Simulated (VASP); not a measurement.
Input of a VASP 6.6.1 run:

File INCAR:

```
PREC = Accurate
ENCUT = 600
EDIFF = 1E-7
ISMEAR = 0
SIGMA = 0.1
LREAL = False
LASPH = True
NELM = 80
ALGO = Normal
ISIF = 4
LWAVE = False
LCHARG = False
GGA = PE
IBRION = 2
NSW = 50
EDIFFG = -0.01
```

Contents of KPOINTS:

```
Automatic mesh
0
Gamma
  10 10 10
```

POSCAR

```
TiSi2
1.0
    0.0000000000      4.0934087635      4.2363663909
    2.3795857463      0.0000000000      4.2363663909
    2.3795857463      4.0934087635      0.0000000000
Ti Si
2 4
Direct
    0.7500000000      0.7500000000      0.7500000000
    0.5000000000      0.5000000000      0.5000000000
    0.0868244589      0.4131755411      0.0868244589
    0.4131755411      0.0868244589      0.4131755411
    0.1631755411      0.8368244589      0.1631755411
    0.8368244589      0.1631755411      0.8368244589
```

Potentials or basis: VASP PAW PBE potentials, release 64 (Ti_sv, Si).

The run is started by

```bash
$ cat potpaw_PBE.64/Ti_sv/POTCAR potpaw_PBE.64/Si/POTCAR > POTCAR
$ mpirun -np 1 vasp_std > vasp.out
```

Q: Estimate the band gap on the k mesh.

A: Zero (bands 20 and 21 overlap by 1.88 eV).

Final structure:
```xyz
6
Lattice="0.0000 4.0853 4.2462 2.3788 0.0000 4.2462 2.3788 4.0853 0.0000" Properties=species:S:1:pos:R:3 pbc="T T T"
Ti    3.5682    6.1280    6.3693
Ti    2.3788    4.0853    4.2462
Si    1.1894    0.7090    2.1231
Si    1.1894    3.3763    2.1231
Si    2.3788    1.3336    4.2462
Si    2.3788    6.8370    4.2462
```
